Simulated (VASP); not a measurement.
A run of VASP 6.6.1:

INCAR

```
PREC     = Accurate       # precision mode
ENCUT    = 520            # plane-wave cutoff, eV
EDIFF    = 1E-6           # SCF threshold, eV
ISMEAR   = 0              # smearing method
SIGMA    = 0.01           # smearing width, eV
LREAL    = F              # projectors in reciprocal space
LASPH    = T              # aspherical terms in the spheres
NELM     = 100            # most SCF steps
ALGO     = Normal         # electronic algorithm
ISIF     = 2              # what is computed and relaxed
LWAVE    = F              # write WAVECAR
LCHARG   = F              # write CHGCAR
GGA      = PE             # functional
NBANDS   = 11             # bands
```

File KPOINTS:

```
regular mesh
0
Gamma
  12 12 12
```

File POSCAR:

```
BeS
1.0
    0.0000000000      2.4380427912      2.4380427912
    2.4380427912      0.0000000000      2.4380427912
    2.4380427912      2.4380427912      0.0000000000
Be S
1 1
Direct
    0.0000000000      0.0000000000      0.0000000000
    0.7500000000      0.7500000000      0.7500000000
```

Potentials or basis: VASP PAW PBE potentials, release 64 (Be, S).

Launch:

```sh
$ cat potpaw_PBE.64/Be/POTCAR potpaw_PBE.64/S/POTCAR > POTCAR
$ mpirun -np 1 vasp_std > vasp.out
```

Hardware: 1 thread of AMD EPYC 7571 (shared host).

**Question.** Estimate the wall time of this run.

**Answer.** Wall time 48 s on 1 thread of AMD EPYC 7571 (shared host), peak memory 0.13 GiB. Counts: scf iterations 12, k points 72.
